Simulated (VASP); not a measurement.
Input of a VASP 6.6.1 run:

File INCAR:

```
SYSTEM = NaCl
PREC     = Accurate       ! precision mode
ENCUT    = 520            ! plane-wave cutoff, eV
EDIFF    = 1E-8           ! SCF threshold, eV
ISMEAR   = 0              ! smearing method
SIGMA    = 0.01           ! smearing width, eV
LREAL    = .FALSE.        ! projectors in reciprocal space
LASPH    = .TRUE.         ! aspherical terms in the spheres
NELM     = 100            ! most SCF steps
ALGO     = Normal         ! electronic algorithm
ISIF     = 2              ! what is computed and relaxed
LWAVE    = .FALSE.        ! write WAVECAR
LCHARG   = .FALSE.        ! write CHGCAR
GGA      = PE             ! functional
LEPSILON = .TRUE.         ! dielectric tensor by DFPT
```

The input KPOINTS:

```
regular mesh
0
G
  5 5 5
  0 0 0
```

The input POSCAR:

```
NaCl
1.0
    0.0000000000      2.8100000000      2.8100000000
    2.8100000000      0.0000000000      2.8100000000
    2.8100000000      2.8100000000      0.0000000000
Na Cl
1 1
Direct
    0.0000000000      0.0000000000      0.0000000000
    0.5000000000      0.5000000000      0.5000000000
```

Potentials or basis: VASP PAW PBE potentials, release 64 (Na_pv, Cl).

The run is started by

```bash
$ cat potpaw_PBE.64/Na_pv/POTCAR potpaw_PBE.64/Cl/POTCAR > POTCAR
$ mpirun -np 1 vasp_std > vasp.out
```

Problem. Predict the electronic dielectric tensor (diagonal).

Solution. 2.52.

Problem. Estimate the Born charges (mean of the diagonal).

Solution. Na +1.10; Cl -1.10 e.

Problem. Predict the band gap on the k mesh.

Solution. 5.15 eV, direct.

Electronic dielectric tensor:
```
2.52 0.00 0.00
0.00 2.52 0.00
0.00 0.00 2.52
```
